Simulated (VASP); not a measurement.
Sc, 1 atom in the cell. It takes space group Fm-3m (No. 225, cubic). The conventional cell has a = 4.678 Å, b = 4.678 Å, c = 4.678 Å, α = 90.00°, β = 90.00°, γ = 90.00°. Within 4.4 Å of Sc (site symmetry m-3m) lie 12 Sc at 3.31 Å.  This cell differs from its parent crystal: volume scaled by 1.08.

- Program: VASP 6.6.1
- Task: single point
- Functional: PBEsol
- Potentials or basis: VASP PAW PBE potentials, release 64 (Sc_sv)
- Cutoff: 520 eV
- k mesh: 13 × 13 × 13
- Occupations: fermi-dirac, width 0.1 eV
- Spin: no spin polarisation
- Dipole correction: no
- Further INCAR settings: ALGO = Normal; EDIFF = 1e-06; NBANDS = 12

Potentials or basis: VASP PAW PBE potentials, release 64 (Sc_sv).

Launch:

```console
$ cat potpaw_PBE.64/Sc_sv/POTCAR > POTCAR
$ mpirun -np 1 vasp_std > vasp.out
```

Hardware: 1 thread of Intel(R) Xeon(R) Platinum 8259CL CPU @ 2.50GHz (Skylake/Cascade Lake), with other jobs on the host.

**Question.** Estimate the wall time of this run.

**Answer.** Wall time 45 s on 1 thread of Intel(R) Xeon(R) Platinum 8259CL CPU @ 2.50GHz (Skylake/Cascade Lake) (shared host), peak memory 0.17 GiB. Counts: scf iterations 12, k points 84.
